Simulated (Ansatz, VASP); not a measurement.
**AlH5 in VASP and in Ansatz**

File INCAR:

```
SYSTEM = AlH5
PREC = Accurate
ENCUT = 600
EDIFF = 1E-6
ISMEAR = 0
SIGMA = 0.1
LREAL = .False.
LASPH = .True.
NELM = 60
ALGO = Normal
ISIF = 3
LWAVE = .False.
LCHARG = .False.
GGA = PE
IBRION = 2
NSW = 90
EDIFFG = -0.04
```

The input KPOINTS:

```
regular mesh
0
Gamma
  4 6 6
  0 0 0
```

File POSCAR:

```
AlH5
1.0
    4.4919406100      0.0000000000      0.0000000000
    0.0000000000      3.2061850300      2.1860035800
    0.0000000000     -3.2061850300      2.1860035800
Al H
1 5
Direct
    0.0000000000      0.3447248800      0.3447248800
    0.3890676400      0.4310254400      0.8444107900
    0.6109323600      0.8444107900      0.4310254400
    0.3890676400      0.8444107900      0.4310254400
    0.6109323600      0.4310254400      0.8444107900
    0.0000000000      0.8732553400      0.8732553400
```

Input for Ansatz:

```yaml
crystal:
  lattice:
    - [4.49194061, 0.0, 0.0]
    - [0.0, 3.20618503, 2.18600358]
    - [0.0, -3.20618503, 2.18600358]
  atoms:
    - { symbol: Al, position: [0.0, 0.34472488, 0.34472488] }
    - { symbol: H, position: [0.38906764, 0.43102544, 0.84441079] }
    - { symbol: H, position: [0.61093236, 0.84441079, 0.43102544] }
    - { symbol: H, position: [0.38906764, 0.84441079, 0.43102544] }
    - { symbol: H, position: [0.61093236, 0.43102544, 0.84441079] }
    - { symbol: H, position: [0.0, 0.87325534, 0.87325534] }
basis:
  ecutwfc: 420
kpoints:
  mp_grid: { grid: [4, 6, 6] }
hamiltonian:
  xc: pbe
scf:
  occupations: { method: gaussian, width: 0.1 }
  lower_state_search: "off"
output:
  forces: true
  stress: true
  eigenvalues: true
relax:
  adjacent_minimum: "off"
  f_tol: 0.04
  max_steps: 70
  cell: { stress_tol: 0.4 }
```

Alike in both runs: task relaxation of cell and atoms; functional PBE; k mesh 4 × 6 × 6; occupations gaussian, width 0.1 eV; no spin polarisation.

|  | VASP | Ansatz |
| --- | --- | --- |
| version | VASP 6.6.1 | Ansatz 0.2.0 |
| potentials or method | VASP PAW PBE potentials, release 64 (Al, H), cutoff 600 eV | scalar-relativistic, plane waves, PAW |
| valence electrons in the cell | 8 | 8 |

```csv
,VASP,Ansatz,Ansatz less VASP
"gap on the k mesh at the Fermi level, each at its own relaxed structure (eV)",none,none,-
relaxed volume (Å³/atom),8.57,9.22,+0.650
relaxed length of the cell vector where the two differ most in proportion (Å),3.125,3.743,+0.6189
```

A gap of «none» marks a metal or a gap that the smearing closes. One of these differences is far larger than is usual between the two programs; its cause wasn't traced.

Noted on VASP's run: the volume moved by over 15 % at a fixed basis, so the end points are rough.
